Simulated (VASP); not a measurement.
A run of VASP 6.6.1 is set up as follows.

The input POSCAR:

```
Tb
1.0
    0.0000000000      2.5274218141      2.5274218141
    2.5274218141      0.0000000000      2.5274218141
    2.5274218141      2.5274218141      0.0000000000
Tb
1
Direct
    0.0000000000      0.0000000000      0.0000000000
```

The input INCAR.step1:

```
ALGO = Normal ; EDIFF = 1E-4
ENCUT = 520 ; GGA = PE
ISMEAR = -1 ; ISPIN = 2
LASPH = True ; LCHARG = False
LMAXMIX = 6 ; LREAL = False
LWAVE = True ; MAGMOM = 6
NBANDS = 20 ; NELM = 150
PREC = Accurate ; SIGMA = 0.05
```

File INCAR.step2:

```
ALGO = Normal ; EDIFF = 1E-7
ENCUT = 520 ; ISIF = 2
ISMEAR = -1 ; ISPIN = 2
ISTART = 1 ; IVDW = 12
LASPH = True ; LCHARG = False
LMAXMIX = 6 ; LMIXTAU = True
LORBIT = 11 ; LREAL = False
LWAVE = False ; MAGMOM = 6
METAGGA = R2SCAN ; NBANDS = 20
NELM = 150 ; PREC = Accurate
SIGMA = 0.05 ; VDW_A1 = 0.49484001
VDW_A2 = 5.73083694 ; VDW_S6 = 1.0
VDW_S8 = 0.78981345
```

The input KPOINTS:

```
k-points
0
Gamma
  9 9 9
```

Potentials or basis: VASP PAW PBE potentials, release 64 (Tb).

Launch:

```console
$ cat potpaw_PBE.64/Tb/POTCAR > POTCAR
$ cp INCAR.step1 INCAR
$ mpirun -np 1 vasp_std > vasp.out
$ cp INCAR.step2 INCAR
$ mpirun -np 1 vasp_std > vasp.out
```

Task: Estimate the pressure.

Result: 0.1 GPa.

Task: Estimate the dispersion energy per atom.

Result: -0.167 eV.

Caveat: the magnetic or orbital state may not be the lowest; the PAW data sets were made with another functional, which shifts forces and pressure a little; pairwise dispersion overbinds metals, which lowers pressure and volume. The state reached can hang on the start; a lower one may exist.
